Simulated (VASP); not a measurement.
Crystal: C.

```
CELL_PARAMETERS angstrom
1.21596 -2.14796 0.00912
1.22325 2.15217 -0.04137
-0.09419 -0.08515 7.14765
ATOMIC_POSITIONS crystal
C 0.10349 0.94562 0.74880
C 0.59081 0.41384 0.23941
C 0.92426 0.08600 0.24211
C 0.42852 0.58933 0.74862
```

Base run:

```yaml
Program: VASP 6.6.1
Functional: LDA
Potentials_or_basis: VASP PAW LDA potentials, release 64 (C)
Cutoff: 520 eV
k_mesh: 10 × 10 × 4
Occupations: gaussian, width 0.1 eV
Spin: no spin polarisation
```

Its results: band gap on the k mesh 0.99 eV; pressure -4.0 GPa; largest force 2.927 eV/Å.

Question: After a change of settings the same cell gave: band gap on the k mesh 4.74 eV; pressure 20.4 GPa; largest force 6.078 eV/Å. Which change was it?
A. k mesh from 10 × 10 × 4 to 6 × 6 × 2
B. k mesh from 10 × 10 × 4 to 1 × 1 × 1
C. k mesh from 10 × 10 × 4 to 4 × 4 × 2; further incar settings from ALGO = Normal; EDIFF = 1e-06; NBANDS = 16 to ALGO = Normal; EDIFF = 1e-07; NBANDS = 16
D. k mesh from 10 × 10 × 4 to 8 × 8 × 2; further incar settings from ALGO = Normal; EDIFF = 1e-06; NBANDS = 16 to ALGO = Normal; EDIFF = 1e-07; NBANDS = 16

Answer: B.

Caveats: some runs use coarse meshes; forces of over 1 eV/Å act on the atoms, so gaps and moduli don't describe the material at rest.
